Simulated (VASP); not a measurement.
Write the native input for VASP 6.6.1 that does the following.

* Task: electric field gradients
* Functional: PBEsol
* Potentials or basis: VASP PAW PBE potentials, release 64 (Sn_d, Se)
* Cutoff: 520 eV
* k mesh: 7 × 7 × 7
* Occupations: fermi-dirac, width 0.01 eV
* Spin: no spin polarisation
* Dipole correction: no
* Further INCAR settings: ALGO = Normal; EDIFF = 1e-08; NBANDS = 17

The structure of SnSe lies in POSCAR:

```
SnSe
1.0
    0.0000000000      3.0690345955      3.0690345955
    3.0690345955      0.0000000000      3.0690345955
    3.0690345955      3.0690345955      0.0000000000
Sn Se
1 1
Direct
    0.0000000000      0.0000000000      0.0000000000
    0.5000000000      0.5000000000      0.5000000000
```

This cell differs from its parent crystal: volume scaled by 1.06.

One way to write it, as run:

INCAR

```
PREC = Accurate
ENCUT = 520
EDIFF = 1E-8
ISMEAR = -1
SIGMA = 0.01
LREAL = False
LASPH = True
NELM = 100
ALGO = Normal
ISIF = 2
LWAVE = False
LCHARG = False
GGA = PS
LEFG = True
NBANDS = 17
```

KPOINTS

```
Automatic mesh
0
Gamma
  7 7 7
```

Potentials or basis: VASP PAW PBE potentials, release 64 (Sn_d, Se).

The run is started by

```sh
$ cat potpaw_PBE.64/Sn_d/POTCAR potpaw_PBE.64/Se/POTCAR > POTCAR
$ mpirun -np 1 vasp_std > vasp.out
```

It gave:

| Item | Value |
| --- | --- |
| Pressure | -4.3 GPa |

Caveat: without QUAD_EFG the Cq values of the log hold for a quadrupole moment of 1 mb, not for the nuclei; the PAW data sets were made with another functional, which shifts forces and pressure a little.

Run time: 36 s on 1 thread of Intel Xeon 8259CL, on a shared host, peak memory 0.18 GiB.
